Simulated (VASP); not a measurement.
# Li (P6_3/mmc) in VASP: further runs, part 2 of 2

VASP 6.6.1. Earlier steps stand in the parts before.

## (3) Single point, PBEsol

File INCAR:

```
SYSTEM = Li
PREC = Accurate ; ENCUT = 520
EDIFF = 1E-6 ; ISMEAR = -1
SIGMA = 0.05 ; LREAL = .FALSE.
LASPH = .TRUE. ; NELM = 100
ALGO = Normal ; ISIF = 2
LWAVE = .FALSE. ; LCHARG = .TRUE.
GGA = PS ; LELF = .TRUE.
LVHAR = .TRUE. ; NBANDS = 10
```

File KPOINTS:

```
regular mesh
0
G
  15 15 8
  0 0 0
```

File POSCAR:

```
Li
1.0
    2.9372359081      0.0000000000      0.0000000000
   -1.4686179540      2.5437209133      0.0000000000
    0.0000000000      0.0000000000      4.8204292687
Li
2
Direct
    0.3333333333      0.6666666667      0.2500000000
    0.6666666667      0.3333333333      0.7500000000
```

Potentials or basis: VASP PAW PBE potentials, release 64 (Li_sv).

Run with:

```sh
$ cat potpaw_PBE.64/Li_sv/POTCAR > POTCAR
$ mpirun -np 1 vasp_std > vasp.out
```

OUTCAR:

```text
SYSTEM = Li
   PREC = Accurate
   ENCUT = 520
   EDIFF = 1E-6
   ISMEAR = -1
   LREAL = .FALSE.
   LASPH = .TRUE.
   NELM = 100
   ISIF = 2
   GGA = PS

 ion  position               nearest neighbor table
   1  0.333  0.667  0.250-
   2  0.667  0.333  0.750-

  LATTYP: Found a hexagonal cell.
 ALAT       =     2.9372359081
 C/A-ratio  =     1.6411447427

  Lattice vectors:

 A1 = (   2.9372359081,   0.0000000000,   0.0000000000)
 A2 = (  -1.4686179540,   2.5437209133,   0.0000000000)
 A3 = (   0.0000000000,   0.0000000000,   4.8204292687)

Analysis of symmetry for initial positions (statically):
=====================================================================
 Subroutine PRICEL returns:
 Original cell was already a primitive cell.

 Routine SETGRP: Setting up the symmetry group for a
 hexagonal supercell.

 Subroutine GETGRP returns: Found 24 space group operations
 (whereof 12 operations were pure point group operations)
 out of a pool of 24 trial point group operations.

The static configuration has the point symmetry D_3d.
 The point group associated with its full space group is D_6h.

Analysis of symmetry for dynamics (positions and initial velocities):
=====================================================================
 Subroutine PRICEL returns:
 Original cell was already a primitive cell.

 Routine SETGRP: Setting up the symmetry group for a
 hexagonal supercell.

 Subroutine GETGRP returns: Found 24 space group operations
 (whereof 12 operations were pure point group operations)
 out of a pool of 24 trial point group operations.

The dynamic configuration has the point symmetry D_3d.
 The point group associated with its full space group is D_6h.

 Subroutine INISYM returns: Found 24 space group operations
 (whereof 12 operations are pure point group operations),
 and found     1 'primitive' translations

[... 116 lines left out ...]
  Fermi-wavevector in a.u.,A,eV,Ry     =   0.900798  1.702261 11.040263  0.811436
  Thomas-Fermi vector in A             =   2.023800
   LORBIT       =      0    0 simple, 1 ext, 2 COOP (PROOUT), +10 PAW based schemes
   GGA     = PS    functional components
   LHFCALC =     F    Hartree Fock is set to
   AEXX    =    0.0000 exact exchange contribution
   IVDW    =     0    specifies the selected vdW correction
   LEPSILON=     F    determine dielectric tensor
   LRPA    =     F    only Hartree local field effects (RPA)
 non-spin polarized calculation
  energy-cutoff  :      520.00
  volume of cell :       36.02
 maximum number of plane-waves:       996
 NGX is ok and might be reduce to    24

 number of electron       6.0000006 magnetization

 Free energy of the ion-electron system (eV)
  ---------------------------------------------------
  ext. energy  EPLUGINS =         0.00000000
  ---------------------------------------------------
  free energy    TOTEN  =        -3.91195313 eV

  energy without entropy =       -3.90371091  energy(sigma->0) =       -3.90783202

 E-fermi :   0.9705     XC(G=0):  -7.3131

 val. band max:        0.9557538465   @ k =   0.4000   0.0667   0.3750
 cond. band min:       0.9717289895   @ k =   0.0667   0.0000   0.0000
 fundamental gap:      0.0159751430
 Fermi energy:         0.9704903311

 k-point     1 :       0.0000    0.0000    0.0000
  band No.  band energies     occupation
      1     -44.7469      2.00000
      2     -44.7165      2.00000
      3      -2.7298      2.00000
      4       0.8703      1.76247
      5       4.2736      0.00000
      6      14.5620      0.00000
      7      14.5620      0.00000
      8      16.0532      0.00000
      9      16.0532      0.00000
     10      16.6170      0.00000
[... 287 lines left out ...]
 k-point    24 :       0.4000    0.2000    0.0000
  band No.  band energies     occupation
      1     -44.7125      2.00000
      2     -44.7066      2.00000
      3       1.4964      0.00005
      4       2.6556      0.00000
      5       5.6118      0.00000
      6       6.6774      0.00000
      7       7.7587      0.00000
      8       7.7876      0.00000
      9      12.1610      0.00000
     10      12.2511      0.00000

 [... further k-points ...]

------------------------ aborting loop because EDIFF is reached ----------------------------------------

  FORCE on cell =-STRESS in cart. coord.  units (eV):
  Direction    XX          YY          ZZ          XY          YZ          ZX
  --------------------------------------------------------------------------------------
  -------------------------------------------------------------------------------------
  Total        0.4019931      0.4019931      0.4023479      0.0000000     -0.0000000     -0.0000000
  in kB       17.8827878     17.8827878     17.8985677      0.0000000     -0.0000000     -0.0000000
  external PRESSURE =      17.8880478 kB  Pullay stress =       0.0000000 kB

 VOLUME and BASIS-vectors are now :
 -----------------------------------------------------------------------------
  energy-cutoff  :      520.00
  volume of cell :       36.02
      direct lattice vectors                 reciprocal lattice vectors
     2.937235908  0.000000000  0.000000000     0.340456140  0.196562444  0.000000000
    -1.468617954  2.543720913  0.000000000     0.000000000  0.393124888  0.000000000
     0.000000000  0.000000000  4.820429269     0.000000000  0.000000000  0.207450404

 POSITION                                       TOTAL-FORCE (eV/Angst)
 -----------------------------------------------------------------------------------
     -0.00000      1.69581      1.20511        -0.000000      0.000000      0.000000
      1.46862      0.84791      3.61532         0.000000     -0.000000      0.000000
 -----------------------------------------------------------------------------------
    total drift:                               -0.000000      0.000000      0.000000

  FREE ENERGIE OF THE ION-ELECTRON SYSTEM (eV)
  ---------------------------------------------------
  free  energy   TOTEN  =        -3.9119531253 eV

  energy  without entropy=       -3.9037109150  energy(sigma->0) =       -3.90783202
```

OSZICAR:

```text
N       E                     dE             d eps       ncg     rms          rms(c)
DAV:   1     0.181392663379E+02    0.18139E+02   -0.31993E+03  2708   0.579E+02
DAV:   2    -0.135273743118E+01   -0.19492E+02   -0.18840E+02  3406   0.112E+02
DAV:   3    -0.384436125066E+01   -0.24916E+01   -0.24693E+01  4374   0.327E+01
DAV:   4    -0.391473514521E+01   -0.70374E-01   -0.70255E-01  3574   0.474E+00
DAV:   5    -0.391529574720E+01   -0.56060E-03   -0.56051E-03  3556   0.451E-01    0.383E-01
DAV:   6    -0.391270515769E+01    0.25906E-02   -0.15668E-03  3902   0.210E-01    0.215E-01
DAV:   7    -0.391189704942E+01    0.80811E-03   -0.36897E-03  3568   0.326E-01    0.478E-02
DAV:   8    -0.391195809550E+01   -0.61046E-04   -0.49578E-04  3346   0.146E-01    0.717E-03
DAV:   9    -0.391195476824E+01    0.33273E-05   -0.10398E-05  3802   0.236E-02    0.120E-03
DAV:  10    -0.391195338520E+01    0.13830E-05   -0.33392E-07  2376   0.423E-03    0.566E-04
DAV:  11    -0.391195312530E+01    0.25991E-06   -0.42899E-08  1580   0.187E-03
   1 F= -.39119531E+01 E0= -.39078320E+01  d E =-.824221E-02
```

stdout:

```text
POSCAR found type information on POSCAR Li
 POSCAR found :  1 types and       2 ions
 scaLAPACK will be used
 -----------------------------------------------------------------------------
|                                                                             |
|                                                                             |
|     You enforced a specific xc type in the INCAR file but a different       |
|     I HOPE YOU KNOW WHAT YOU ARE DOING!                                     |
|                                                                             |
 -----------------------------------------------------------------------------

 LDA part: xc-table for (Slater+PW92), standard interpolation
 POSCAR, INCAR and KPOINTS ok, starting setup
 FFT: planning ... GRIDC
 FFT: planning ... GRID_SOFT
 FFT: planning ... GRID
 WAVECAR not read
 entering main loop
```

Run time: 48 s. Hardware: 1 thread of Intel Xeon 8259CL, shared host; peak memory 0.17 GiB.

What came out:

```yaml
Free_energy: -3.9120 eV
Band_gap_on_the_k_mesh: zero (bands 3 and 4 overlap by 4.87 eV)
```

Levels at points of the mesh, in eV from the Fermi level:
```tsv
k point	band 1	band 2	band 3	band 4	band 5	band 6	band 7	band 8
(0.00, 0.00, 0.00)	-45.72	-45.69	-3.70	-0.10	3.30	13.59	13.59	15.08
(0.00, 0.00, 0.50)	-45.70	-45.70	-2.55	-2.55	8.59	8.59	14.58	14.58
```

Caveat: the cutoff is under 1.25 times the usual one of these potentials, so pressure, stress and relaxed cells hold a basis-set (Pulay) error; the PAW data sets were made with another functional, which shifts forces and pressure a little.

## (4) Single point, PBEsol

This run uses another cell than the first one: it holds 4 atoms, not 2.

File INCAR:

```
PREC = Accurate
ENCUT = 520
EDIFF = 1E-7
ISMEAR = -1
SIGMA = 0.05
LREAL = False
LASPH = True
NELM = 100
ALGO = Normal
ISIF = 2
LWAVE = False
LCHARG = False
GGA = PS
NBANDS = 14
```

File KPOINTS:

```
Automatic mesh
0
Gamma
  9 9 6
```

File POSCAR:

```
Li
1.0
    2.9060713639      0.0000000000      0.0000000000
   -1.4530356819      2.5167316263      0.0000000000
    0.0000000000      0.0000000000      9.8288922741
Li
4
Direct
    0.0000000000      0.0000000000      0.0000000000
    0.0000000000      0.0000000000      0.5000000000
    0.3333333333      0.6666666667      0.2500000000
    0.6666666667      0.3333333333      0.7500000000
```

Potentials or basis: VASP PAW PBE potentials, release 64 (Li_sv).

Run with:

```sh
$ cat potpaw_PBE.64/Li_sv/POTCAR > POTCAR
$ mpirun -np 1 vasp_std > vasp.out
```

OUTCAR:

```text
PREC = Accurate
   ENCUT = 520
   EDIFF = 1E-7
   ISMEAR = -1
   LREAL = False
   LASPH = True
   NELM = 100
   ISIF = 2
   GGA = PS

 ion  position               nearest neighbor table
   1  0.000  0.000  0.000-
   2  0.000  0.000  0.500-
   3  0.333  0.667  0.250-
   4  0.667  0.333  0.750-

  LATTYP: Found a hexagonal cell.
 ALAT       =     2.9060713639
 C/A-ratio  =     3.3821923289

  Lattice vectors:

 A1 = (   2.9060713639,   0.0000000000,   0.0000000000)
 A2 = (  -1.4530356819,   2.5167316263,   0.0000000000)
 A3 = (   0.0000000000,   0.0000000000,   9.8288922741)

Analysis of symmetry for initial positions (statically):
=====================================================================
 Subroutine PRICEL returns:
 Original cell was already a primitive cell.

 Routine SETGRP: Setting up the symmetry group for a
 hexagonal supercell.

 Subroutine GETGRP returns: Found 24 space group operations
 (whereof 12 operations were pure point group operations)
 out of a pool of 24 trial point group operations.

The static configuration has the point symmetry D_3d.
 The point group associated with its full space group is D_6h.

Analysis of symmetry for dynamics (positions and initial velocities):
=====================================================================
 Subroutine PRICEL returns:
 Original cell was already a primitive cell.

 Routine SETGRP: Setting up the symmetry group for a
 hexagonal supercell.

 Subroutine GETGRP returns: Found 24 space group operations
 (whereof 12 operations were pure point group operations)
 out of a pool of 24 trial point group operations.

The dynamic configuration has the point symmetry D_3d.
 The point group associated with its full space group is D_6h.

 Subroutine INISYM returns: Found 24 space group operations
 (whereof 12 operations are pure point group operations),
 and found     1 'primitive' translations

----------------------------------------------------------------------------------------

                                     Primitive cell

  volume of cell :      71.8866

  direct lattice vectors                    reciprocal lattice vectors
     2.906071364  0.000000000  0.000000000     0.344107172  0.198670369  0.000000000
    -1.453035682  2.516731626  0.000000000     0.000000000  0.397340737  0.000000000
     0.000000000  0.000000000  9.828892274     0.000000000  0.000000000  0.101740865

  length of vectors
     2.906071364  2.906071364  9.828892274     0.397340737  0.397340737  0.101740865

  position of ions in fractional coordinates (direct lattice)
     0.000000000  0.000000000  0.000000000
     0.000000000  0.000000000  0.500000000
     0.333333333  0.666666667  0.250000000
     0.666666667  0.333333333  0.750000000

  ion indices of the primitive-cell ions
   primitive index   ion index
                 1           1
                 2           2
                 3           3
                 4           4

----------------------------------------------------------------------------------------

 KPOINTS: Automatic mesh

Automatic generation of k-mesh.
 Grid dimensions read from file:
[... 48 lines left out ...]
   number of dos      NEDOS =    301   number of ions     NIONS =      4
   total plane-waves  NPLWV =  46080
   dimension x,y,z NGX =    24 NGY =   24 NGZ =   80
   dimension x,y,z NGXF=    48 NGYF=   48 NGZF=  160
   ions per type =               4
   NGX,Y,Z   is equivalent  to a cutoff of  13.73, 13.73, 13.53 a.u.
   NGXF,Y,Z  is equivalent  to a cutoff of  27.46, 27.46, 27.06 a.u.
 SYSTEM =  unknown system
   PREC   = accura    normal or accurate (medium, high low for compatibility)
   ISTART =      0    job   : 0-new  1-cont  2-samecut
   ICHARG =      2    charge: 1-file 2-atom 10-const
   ISPIN  =      1    spin polarized calculation?
   LNONCOLLINEAR =      F non collinear calculations
   LSORBIT =      F    spin-orbit coupling
   LASPH  =      T    aspherical Exc in radial PAW
   ENCUT  =  520.0 eV  38.22 Ry    6.18 a.u.   5.40  5.40 18.28*2*pi/ulx,y,z
   NELM   =    100;   NELMIN=  2; NELMDL= -5     # of ELM steps
   EDIFF  = 0.1E-06   stopping-criterion for ELM
   LREAL  =      F    real-space projection
   EDIFFG = 0.1E-05   stopping-criterion for IOM
   NSW    =      0    number of steps for IOM
   IBRION =     -1    ionic relax: 0-MD 1-quasi-New 2-CG
   NFREE  =      0    steps in history (QN), initial steepest desc. (CG)
   ISIF   =      2    stress and relaxation
   ISYM   =      2    0-nonsym 1-usesym 2-fastsym
   POTIM  = 0.5000    time-step for ionic-motion
   TEBEG  =    0.0;   TEEND  =   0.0 temperature during run
   PSTRESS=    0.0 pullay stress
   NELECT =      12.0000    total number of electrons
   NUPDOWN=      -1.0000    fix difference up-down
   EMIN   =  10.00;   EMAX   =-10.00  energy-range for DOS
   EFERMI =   0.00;   METHOD = LEGACY
   ISMEAR =    -1;   SIGMA  =   0.05  broadening in eV -4-tet -1-fermi 0-gaus
   EFERMI_NEDOS =   21; number of points for ismear=-14 and -15
   IALGO  =     38    algorithm
   IMIX   =      4    mixing-type and parameters
     AMIX     =   0.40;   BMIX     =  1.00
     AMIX_MAG =   1.60;   BMIX_MAG =  1.00
  volume/ion in A,a.u.               =      17.97       121.28
  Fermi-wavevector in a.u.,A,eV,Ry     =   0.901404  1.703406 11.055123  0.812529
  Thomas-Fermi vector in A             =   2.024480
   LORBIT       =      0    0 simple, 1 ext, 2 COOP (PROOUT), +10 PAW based schemes
   GGA     = PS    functional components
   LHFCALC =     F    Hartree Fock is set to
   AEXX    =    0.0000 exact exchange contribution
   IVDW    =     0    specifies the selected vdW correction
   LEPSILON=     F    determine dielectric tensor
   LRPA    =     F    only Hartree local field effects (RPA)
 non-spin polarized calculation
  energy-cutoff  :      520.00
  volume of cell :       71.89
 maximum number of plane-waves:      1992
 NGX is ok and might be reduce to    24

 number of electron      11.9999988 magnetization

 Free energy of the ion-electron system (eV)
  ---------------------------------------------------
  ext. energy  EPLUGINS =         0.00000000
  ---------------------------------------------------
  free energy    TOTEN  =        -7.83624504 eV

  energy without entropy =       -7.82579641  energy(sigma->0) =       -7.83102073

 E-fermi :   1.0258     XC(G=0):  -7.3182

 val. band max:        0.9913528421   @ k =   0.1111  -0.0000   0.0000
 cond. band min:       1.0534997708   @ k =   0.3333   0.1111   0.0000
 fundamental gap:      0.0621469287
 Fermi energy:         1.0257965615

 k-point     1 :       0.0000    0.0000    0.0000
  band No.  band energies     occupation
      1     -44.7402      2.00000
      2     -44.7283      2.00000
      3     -44.7248      2.00000
      4     -44.7129      2.00000
      5      -2.7249      2.00000
      6      -1.6263      2.00000
      7      -1.6256      2.00000
      8       0.7033      1.99684
      9       4.0459      0.00000
     10       9.0909      0.00000
     11       9.0939      0.00000
     12      15.0485      0.00000
     13      15.0485      0.00000
     14      15.6420      0.00000
[... 377 lines left out ...]
      1     -44.7024      2.00000
      2     -44.7024      2.00000
      3     -44.6989      2.00000
      4     -44.6989      2.00000
      5       2.7450      0.00000
      6       2.7450      0.00000
      7       3.3954      0.00000
      8       3.5170      0.00000
      9       3.6616      0.00000
     10       3.6616      0.00000
     11       5.4075      0.00000
     12       5.4075      0.00000
     13       7.9047      0.00000
     14       8.0511      0.00000

 [... further k-points ...]

------------------------ aborting loop because EDIFF is reached ----------------------------------------

  FORCE on cell =-STRESS in cart. coord.  units (eV):
  Direction    XX          YY          ZZ          XY          YZ          ZX
  --------------------------------------------------------------------------------------
  -------------------------------------------------------------------------------------
  Total        0.8027809      0.8027809      0.8068046      0.0000000      0.0000000      0.0000000
  in kB       17.8920396     17.8920396     17.9817183      0.0000000      0.0000000      0.0000000
  external PRESSURE =      17.9219325 kB  Pullay stress =       0.0000000 kB

 VOLUME and BASIS-vectors are now :
 -----------------------------------------------------------------------------
  energy-cutoff  :      520.00
  volume of cell :       71.89
      direct lattice vectors                 reciprocal lattice vectors
     2.906071364  0.000000000  0.000000000     0.344107172  0.198670369  0.000000000
    -1.453035682  2.516731626  0.000000000     0.000000000  0.397340737  0.000000000
     0.000000000  0.000000000  9.828892274     0.000000000  0.000000000  0.101740865

 POSITION                                       TOTAL-FORCE (eV/Angst)
 -----------------------------------------------------------------------------------
      0.00000      0.00000      0.00000         0.000000      0.000000     -0.000000
      0.00000      0.00000      4.91445         0.000000      0.000000     -0.000000
     -0.00000      1.67782      2.45722         0.000000      0.000000      0.000000
      1.45304      0.83891      7.37167        -0.000000     -0.000000      0.000000
 -----------------------------------------------------------------------------------
    total drift:                               -0.000000      0.000000     -0.000000

  FREE ENERGIE OF THE ION-ELECTRON SYSTEM (eV)
  ---------------------------------------------------
  free  energy   TOTEN  =        -7.8362450407 eV

  energy  without entropy=       -7.8257964098  energy(sigma->0) =       -7.83102073
```

stdout:

```text
POSCAR found type information on POSCAR Li
 POSCAR found :  1 types and       4 ions
 scaLAPACK will be used
 -----------------------------------------------------------------------------
|                                                                             |
|                                                                             |
|     You enforced a specific xc type in the INCAR file but a different       |
|     I HOPE YOU KNOW WHAT YOU ARE DOING!                                     |
|                                                                             |
 -----------------------------------------------------------------------------

 LDA part: xc-table for (Slater+PW92), standard interpolation
 POSCAR, INCAR and KPOINTS ok, starting setup
 FFT: planning ... GRIDC
 FFT: planning ... GRID_SOFT
 FFT: planning ... GRID
 WAVECAR not read
 entering main loop
```

It took 74 s on 1 thread of Intel Xeon 8259CL, shared host; peak memory 0.2 GiB.

Results:

```
Free energy            : -7.8362 eV
Band gap on the k mesh : zero (bands 6 and 7 overlap by 4.38 eV)
```

Caveat: the cutoff is under 1.25 times the usual one of these potentials, so pressure, stress and relaxed cells hold a basis-set (Pulay) error; the PAW data sets were made with another functional, which shifts forces and pressure a little.

The gap in the log of VASP goes by the Fermi energy; the results here count the filled bands.